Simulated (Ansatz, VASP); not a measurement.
## One calculation of AgH8O4F, two programs

```xyz
14
Lattice="5.4737 0.0000 0.0000 0.0000 5.4737 0.0000 0.0000 0.0000 5.4737" Properties=species:S:1:pos:R:3 pbc="T T T"
O     0.2127    2.5270    1.0472
O     1.4074    4.6624    4.1407
O     2.4626    2.1723    2.4825
O     3.8674    0.5991    4.5363
H     0.3869    2.9223    0.1743
H    -0.3515    3.2178    1.5527
H     0.5385    5.0087    3.8557
H     1.7048    4.0734    3.4181
H     3.0427    2.9772    2.3254
H     1.6523    2.2753    1.9081
H     3.7574    1.4755    4.1257
H     3.0013    0.1750    4.3073
Ag    3.8832    6.1230    1.4508
F     4.1957    4.0363    2.3485
```

Alike in both runs: functional PBE; dispersion D3(BJ); k mesh 1 × 1 × 1; occupations fermi-dirac, width 0.02 eV; no spin polarisation.

Ansatz relaxed the structure, and its values are those at the end. VASP's run is a single point on that final structure, the one shown.

|  | VASP | Ansatz |
| --- | --- | --- |
| version | VASP 6.6.1 | Ansatz 0.2.0 |
| potentials or method | VASP PAW PBE potentials, release 64 (O, H, Ag, F), cutoff 520 eV | scalar-relativistic, plane waves, PAW |
| valence electrons in the cell | 50 | 58 |

Ansatz gave:

- rms of the force components (eV/Å): 0.097

Problem. Which values does VASP return?

Solution. rms of the force components (eV/Å): 0.092.

VASP's potentials hold 50 valence electrons a cell and Ansatz's 58, so a difference there can come from the potentials and not from the codes.
